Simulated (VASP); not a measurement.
Here is a VASP 6.6.1 calculation.

INCAR

```
SYSTEM = Ni
PREC     = Accurate       ! precision mode
ENCUT    = 520            ! plane-wave cutoff, eV
EDIFF    = 1E-7           ! SCF threshold, eV
ISMEAR   = 0              ! smearing method
SIGMA    = 0.05           ! smearing width, eV
LREAL    = .False.        ! projectors in reciprocal space
LASPH    = .True.         ! aspherical terms in the spheres
NELM     = 150            ! most SCF steps
ALGO     = Normal         ! electronic algorithm
ISIF     = 2              ! what is computed and relaxed
LWAVE    = .False.        ! write WAVECAR
LCHARG   = .False.        ! write CHGCAR
ISPIN    = 2              ! spin polarisation
MAGMOM   = 2              ! initial moments
LORBIT   = 11             ! projections on sites
LMAXMIX  = 4              ! l up to which the mixer works
GGA      = PE             ! functional
NBANDS   = 15             ! bands
```

The input KPOINTS:

```
Automatic mesh
0
Gamma
  13 13 13
  0 0 0
```

POSCAR

```
Ni
1.0
    0.0000000000      1.7758000000      1.7758000000
    1.7758000000      0.0000000000      1.7758000000
    1.7758000000      1.7758000000      0.0000000000
Ni
1
Direct
    0.0000000000      0.0000000000      0.0000000000
```

Potentials or basis: VASP PAW PBE potentials, release 64 (Ni).

Launch:

```bash
$ cat potpaw_PBE.64/Ni/POTCAR > POTCAR
$ mpirun -np 1 vasp_std > vasp.out
```

**Question.** Estimate the net moment.

**Answer.** 0.63 μB per cell.

**Question.** What does it give for the pressure?

**Answer.** -5.3 GPa.

**Question.** Predict the site moments.

**Answer.** Ni +0.65 μB.
